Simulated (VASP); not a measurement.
# BAs (Pm-3m) in VASP: a series of runs

BAs is run at these levels: PBE; tasks: single point, relaxation of cell and atoms.

Program: VASP 6.6.1. These are calculated values, not measurements. Logs are shortened: lines on timing, memory, paths and dates and some standing lists are left out, and cuts for length are marked.

### 1 The cell of the first run

Symmetry: Pm-3m, No. 221, cubic system. Conventional cell: a = 2.948 Å, b = 2.948 Å, c = 2.948 Å, α = 90.00°, β = 90.00°, γ = 90.00°. Within 3.4 Å of B (site symmetry m-3m) lie 8 As at 2.55 Å and 6 B at 2.95 Å. As (site symmetry m-3m) has 8 B at 2.55 Å and 6 As at 2.95 Å within 3.4 Å.

### 2 Single point, PBE

Input file INCAR:

```
SYSTEM = BAs
PREC     = Accurate       ! precision mode
ENCUT    = 520            ! plane-wave cutoff, eV
EDIFF    = 1E-6           ! SCF threshold, eV
ISMEAR   = 0              ! smearing method
SIGMA    = 0.1            ! smearing width, eV
LREAL    = .False.        ! projectors in reciprocal space
LASPH    = .True.         ! aspherical terms in the spheres
NELM     = 100            ! most SCF steps
ALGO     = Normal         ! electronic algorithm
ISIF     = 2              ! what is computed and relaxed
LWAVE    = .False.        ! write WAVECAR
LCHARG   = .True.         ! write CHGCAR
GGA      = PE             ! functional
LELF     = .True.         ! ELF
LVHAR    = .True.       
NBANDS   = 11             ! bands
```

Input file KPOINTS:

```
regular mesh
0
Gamma
  6 6 6
  0 0 0
```

Input file POSCAR:

```
BAs
1.0
    2.9480918498      0.0000000000      0.0000000000
    0.0000000000      2.9480918498      0.0000000000
    0.0000000000      0.0000000000      2.9480918498
B As
1 1
Direct
    0.5000000000      0.5000000000      0.5000000000
    0.0000000000      0.0000000000      0.0000000000
```

Potentials or basis: VASP PAW PBE potentials, release 64 (B, As).

On the command line:

```console
$ cat potpaw_PBE.64/B/POTCAR potpaw_PBE.64/As/POTCAR > POTCAR
$ mpirun -np 1 vasp_std > vasp.out
```

OUTCAR:

```text
SYSTEM = BAs
   PREC = Accurate
   ENCUT = 520
   EDIFF = 1E-6
   ISMEAR = 0
   LREAL = .False.
   LASPH = .True.
   NELM = 100
   ISIF = 2
   GGA = PE

 ion  position               nearest neighbor table
   1  0.500  0.500  0.500-
   2  0.000  0.000  0.000-

  LATTYP: Found a simple cubic cell.
 ALAT       =     2.9480918498

  Lattice vectors:

 A1 = (   2.9480918498,   0.0000000000,   0.0000000000)
 A2 = (   0.0000000000,   2.9480918498,   0.0000000000)
 A3 = (   0.0000000000,   0.0000000000,   2.9480918498)

Analysis of symmetry for initial positions (statically):
=====================================================================
 Subroutine PRICEL returns:
 Original cell was already a primitive cell.

 Routine SETGRP: Setting up the symmetry group for a
 simple cubic supercell.

 Subroutine GETGRP returns: Found 48 space group operations
 (whereof 48 operations were pure point group operations)
 out of a pool of 48 trial point group operations.

The static configuration has the point symmetry O_h .

Analysis of symmetry for dynamics (positions and initial velocities):
=====================================================================
 Subroutine PRICEL returns:
 Original cell was already a primitive cell.

 Routine SETGRP: Setting up the symmetry group for a
 simple cubic supercell.

 Subroutine GETGRP returns: Found 48 space group operations
 (whereof 48 operations were pure point group operations)
 out of a pool of 48 trial point group operations.

The dynamic configuration has the point symmetry O_h .

 Subroutine INISYM returns: Found 48 space group operations
 (whereof 48 operations are pure point group operations),
 and found     1 'primitive' translations

----------------------------------------------------------------------------------------

                                     Primitive cell

  volume of cell :      25.6226

  direct lattice vectors                    reciprocal lattice vectors
     2.948091850  0.000000000  0.000000000     0.339202457  0.000000000  0.000000000
     0.000000000  2.948091850  0.000000000     0.000000000  0.339202457  0.000000000
     0.000000000  0.000000000  2.948091850     0.000000000  0.000000000  0.339202457

  length of vectors
     2.948091850  2.948091850  2.948091850     0.339202457  0.339202457  0.339202457

  position of ions in fractional coordinates (direct lattice)
     0.500000000  0.500000000  0.500000000
     0.000000000  0.000000000  0.000000000
[... 79 lines left out ...]
   ISYM   =      2    0-nonsym 1-usesym 2-fastsym
   POTIM  = 0.5000    time-step for ionic-motion
   TEBEG  =    0.0;   TEEND  =   0.0 temperature during run
   PSTRESS=    0.0 pullay stress
   NELECT =       8.0000    total number of electrons
   NUPDOWN=      -1.0000    fix difference up-down
   EMIN   =  10.00;   EMAX   =-10.00  energy-range for DOS
   EFERMI =   0.00;   METHOD = LEGACY
   ISMEAR =     0;   SIGMA  =   0.10  broadening in eV -4-tet -1-fermi 0-gaus
   EFERMI_NEDOS =   21; number of points for ismear=-14 and -15
   IALGO  =     38    algorithm
   IMIX   =      4    mixing-type and parameters
     AMIX     =   0.40;   BMIX     =  1.00
     AMIX_MAG =   1.60;   BMIX_MAG =  1.00
  volume/ion in A,a.u.               =      12.81        86.45
  Fermi-wavevector in a.u.,A,eV,Ry     =   1.110616  2.098759 16.782341  1.233467
  Thomas-Fermi vector in A             =   2.247169
   LORBIT       =      0    0 simple, 1 ext, 2 COOP (PROOUT), +10 PAW based schemes
   GGA     = PE    functional components
   LHFCALC =     F    Hartree Fock is set to
   AEXX    =    0.0000 exact exchange contribution
   IVDW    =     0    specifies the selected vdW correction
   LEPSILON=     F    determine dielectric tensor
   LRPA    =     F    only Hartree local field effects (RPA)
 non-spin polarized calculation
 Gauss-broadening in eV      SIGMA  =   0.10
  energy-cutoff  :      520.00
  volume of cell :       25.62
 maximum number of plane-waves:       739
 NGX is ok and might be reduce to    24
   NGX = 11   NGY = 11   NGZ = 11

 number of electron       7.9999999 magnetization

 Free energy of the ion-electron system (eV)
  ---------------------------------------------------
  ext. energy  EPLUGINS =         0.00000000
  ---------------------------------------------------
  free energy    TOTEN  =        -8.38814283 eV

  energy without entropy =       -8.38104718  energy(sigma->0) =       -8.38459500

 E-fermi :   7.0758     XC(G=0): -11.3739

 val. band max:        7.0641183578   @ k =   0.1667   0.1667   0.0000
 cond. band min:       7.1062760916   @ k =   0.5000   0.5000   0.3333
 fundamental gap:      0.0421577338
 Fermi energy:         7.0758358143

 k-point     1 :       0.0000    0.0000    0.0000
  band No.  band energies     occupation
      1      -8.5906      2.00000
      2       6.1854      2.00000
      3       6.1854      2.00000
      4       6.1854      2.00000
      5       6.6443      2.00000
      6      12.6856      0.00000
      7      12.6856      0.00000
      8      16.1825      0.00000
      9      16.1825      0.00000
     10      16.1825      0.00000
     11      25.7812      0.00000
[... 253 lines left out ...]
 k-point    20 :       0.5000    0.5000    0.5000
  band No.  band energies     occupation
      1      -0.3347      2.00000
      2       4.0081      2.00000
      3       4.0081      2.00000
      4       4.0081      2.00000
      5       4.4103      2.00000
      6       5.0960      2.00000
      7       5.0960      2.00000
      8       5.0960      2.00000
      9      26.2285      0.00000
     10      26.2285      0.00000
     11      26.2285      0.00000

------------------------ aborting loop because EDIFF is reached ----------------------------------------

  FORCE on cell =-STRESS in cart. coord.  units (eV):
  Direction    XX          YY          ZZ          XY          YZ          ZX
  --------------------------------------------------------------------------------------
  -------------------------------------------------------------------------------------
  Total       -0.0293870     -0.0293870     -0.0293870      0.0000000     -0.0000000      0.0000000
  in kB       -1.8375633     -1.8375633     -1.8375633      0.0000000     -0.0000000      0.0000000
  external PRESSURE =      -1.8375633 kB  Pullay stress =       0.0000000 kB

 VOLUME and BASIS-vectors are now :
 -----------------------------------------------------------------------------
  energy-cutoff  :      520.00
  volume of cell :       25.62
      direct lattice vectors                 reciprocal lattice vectors
     2.948091850  0.000000000  0.000000000     0.339202457  0.000000000  0.000000000
     0.000000000  2.948091850  0.000000000     0.000000000  0.339202457  0.000000000
     0.000000000  0.000000000  2.948091850     0.000000000  0.000000000  0.339202457

 POSITION                                       TOTAL-FORCE (eV/Angst)
 -----------------------------------------------------------------------------------
      1.47405      1.47405      1.47405         0.000000      0.000000      0.000000
      0.00000      0.00000      0.00000         0.000000      0.000000      0.000000
 -----------------------------------------------------------------------------------
    total drift:                                0.000000      0.000000     -0.000000

  FREE ENERGIE OF THE ION-ELECTRON SYSTEM (eV)
  ---------------------------------------------------
  free  energy   TOTEN  =        -8.3881428287 eV

  energy  without entropy=       -8.3810471763  energy(sigma->0) =       -8.38459500
```

It took 7.4 s on 1 thread of Intel Xeon 6975P-C, shared host; peak memory 0.13 GiB.

What came out:

```
Free energy            : -8.3881 eV
Pressure               : -0.2 GPa
Band gap on the k mesh : zero (band 4 reaches 9.82 eV, above the bottom of band 5 at 4.41 eV)
```

Levels at points of the mesh, in eV from the Fermi level:
| k point | band 1 | band 2 | band 3 | band 4 | band 5 | band 6 | band 7 | band 8 | band 9 |
| --- | --- | --- | --- | --- | --- | --- | --- | --- | --- |
| (0.00, 0.00, 0.00) | -15.67 | -0.89 | -0.89 | -0.89 | -0.43 | 5.61 | 5.61 | 9.11 | 9.11 |
| (0.50, 0.00, 0.00) | -12.77 | -9.99 | 2.75 | 2.75 | 3.14 | 3.14 | 3.25 | 4.38 | 8.86 |
| (0.50, 0.50, 0.00) | -9.88 | -6.76 | -6.76 | -5.50 | 4.01 | 4.98 | 7.02 | 7.02 | 12.05 |
| (0.50, 0.50, 0.50) | -7.41 | -3.07 | -3.07 | -3.07 | -2.67 | -1.98 | -1.98 | -1.98 | 19.15 |

### 3 Relaxation of cell and atoms, PBE

This run uses another cell than the first one, of 16.10 Å³/atom, 1.257 times its volume.

Input file INCAR:

```
PREC = Accurate ; ENCUT = 600
EDIFF = 1E-6 ; ISMEAR = 0
SIGMA = 0.1 ; LREAL = False
LASPH = True ; NELM = 100
ALGO = Normal ; ISIF = 3
LWAVE = False ; LCHARG = False
GGA = PE ; IBRION = 2
NSW = 90 ; EDIFFG = -0.04
```

Input file KPOINTS:

```
regular mesh
0
Gamma
  6 6 6
```

Input file POSCAR:

```
BAs
1.0
    3.1815970400      0.0000000000      0.0000000000
    0.0000000000      3.1815970400      0.0000000000
    0.0000000000      0.0000000000      3.1815970400
B As
1 1
Direct
    0.5000000000      0.5000000000      0.5000000000
    0.0000000000      0.0000000000      0.0000000000
```

Potentials or basis: VASP PAW PBE potentials, release 64 (B, As).

On the command line:

```console
$ cat potpaw_PBE.64/B/POTCAR potpaw_PBE.64/As/POTCAR > POTCAR
$ mpirun -np 1 vasp_std > vasp.out
```

It took 12 s on 1 thread of Intel Xeon 6975P-C, shared host; peak memory 0.16 GiB.

It converged, with:

```
Free energy                            : -8.3893 eV
Relaxed volume                         : 12.80 Å³/atom
Relaxed cell                           : a = 2.947 Å, b = 2.947 Å, c = 2.947 Å, α = 90.00°, β = 90.00°, γ = 90.00°
Space group after relaxing (to 0.05 Å) : Pm-3m (No. 221)
Energy gained by relaxing              : 191.9 meV/atom
Ionic steps                            : 2
Pressure after relaxing                : -0.1 GPa
```

Step by step:
```tsv
step	energy change (eV)	largest force (eV/Å)	pressure (GPa)	volume (Å³)
1	0.0000	0.0000	-15.20	32.21
2	-0.3837	0.0000	-0.06	25.60
```

Final structure:
```
CELL_PARAMETERS angstrom
2.94707 0.00000 0.00000
0.00000 2.94707 0.00000
0.00000 0.00000 2.94707
ATOMIC_POSITIONS crystal
B 0.50000 0.50000 0.50000
As 0.00000 0.00000 0.00000
```

Levels at points of the mesh, in eV from the Fermi level:
```tsv
k point	band 1	band 2	band 3	band 4	band 5	band 6	band 7	band 8
(0.00, 0.00, 0.00)	-15.68	-0.89	-0.89	-0.89	-0.42	5.61	5.61	9.12
(0.50, 0.00, 0.00)	-12.77	-10.00	2.75	2.75	3.15	3.15	3.25	4.39
(0.50, 0.50, 0.00)	-9.88	-6.76	-6.76	-5.50	4.01	4.98	7.02	7.02
(0.50, 0.50, 0.50)	-7.41	-3.07	-3.07	-3.07	-2.66	-1.98	-1.98	-1.98
```

Caveat: the volume moved by over 15 % at a fixed basis, so the end points are rough; the bands computed are all filled at some k points, so no gap is given.
